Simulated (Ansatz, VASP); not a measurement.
Two plane-wave programs on Al7C

Contents of INCAR:

```
PREC = Accurate ; ENCUT = 600
EDIFF = 1E-7 ; ISMEAR = 0
SIGMA = 0.1 ; LREAL = F
LASPH = T ; NELM = 60
ALGO = Normal ; ISIF = 3
LWAVE = F ; LCHARG = F
GGA = PE ; IBRION = 2
NSW = 100 ; EDIFFG = -0.01
```

The input KPOINTS:

```
regular mesh
0
Gamma
  8 8 8
```

POSCAR

```
Al7C
1.0
    0.0000000000      4.6320866079      4.6320866079
    4.6320866079      0.0000000000      4.6320866079
    4.6320866079      4.6320866079      0.0000000000
Al C
7 1
Direct
    0.2228145862      0.7771854138      0.7771854138
    0.7771854138      0.2228145862      0.2228145862
    0.7771854138      0.2228145862      0.7771854138
    0.2228145862      0.7771854138      0.2228145862
    0.7771854138      0.7771854138      0.2228145862
    0.2228145862      0.2228145862      0.7771854138
    0.5000000000      0.5000000000      0.5000000000
    0.0000000000      0.0000000000      0.0000000000
```

Input for Ansatz:

```yaml
crystal:
  lattice:
    - [0.0, 4.6320866079, 4.6320866079]
    - [4.6320866079, 0.0, 4.6320866079]
    - [4.6320866079, 4.6320866079, 0.0]
  atoms:
    - { symbol: Al, position: [0.2228145862, 0.7771854138, 0.7771854138] }
    - { symbol: Al, position: [0.7771854138, 0.2228145862, 0.2228145862] }
    - { symbol: Al, position: [0.7771854138, 0.2228145862, 0.7771854138] }
    - { symbol: Al, position: [0.2228145862, 0.7771854138, 0.2228145862] }
    - { symbol: Al, position: [0.7771854138, 0.7771854138, 0.2228145862] }
    - { symbol: Al, position: [0.2228145862, 0.2228145862, 0.7771854138] }
    - { symbol: Al, position: [0.5, 0.5, 0.5] }
    - { symbol: C, position: [0.0, 0.0, 0.0] }
basis:
  ecutwfc: 420
kpoints:
  mp_grid: { grid: [8, 8, 8] }
hamiltonian:
  xc: pbe
scf:
  occupations: { method: gaussian, width: 0.1 }
output:
  forces: true
  stress: true
  eigenvalues: true
  write_density: true
  write_potential: true
  elf: true
  volumetric_format: npy
relax:
  adjacent_minimum: "off"
  f_tol: 0.01
  max_steps: 80
  cell: { stress_tol: 0.05 }
```

Alike in both runs: task relaxation of cell and atoms; functional PBE; k mesh 8 × 8 × 8; occupations gaussian, width 0.1 eV; no spin polarisation.

```csv
,VASP,Ansatz
version,VASP 6.6.1,Ansatz 0.2.0
potentials or method,"VASP PAW PBE potentials, release 64 (Al, C), cutoff 600 eV","scalar-relativistic, plane waves, PAW"
valence electrons in the cell,25,25
```

|  | VASP | Ansatz | Ansatz less VASP |
| --- | --- | --- | --- |
| gap on the k mesh at the Fermi level, each at its own relaxed structure (eV) | none | none | - |
| relaxed volume (Å³/atom) | 24.79 | 24.82 | +0.038 |
| relaxed cell length with the largest relative difference (Å) | 6.545 | 6.549 | +0.0034 |

A gap of «none» marks a metal or a gap that the smearing closes.
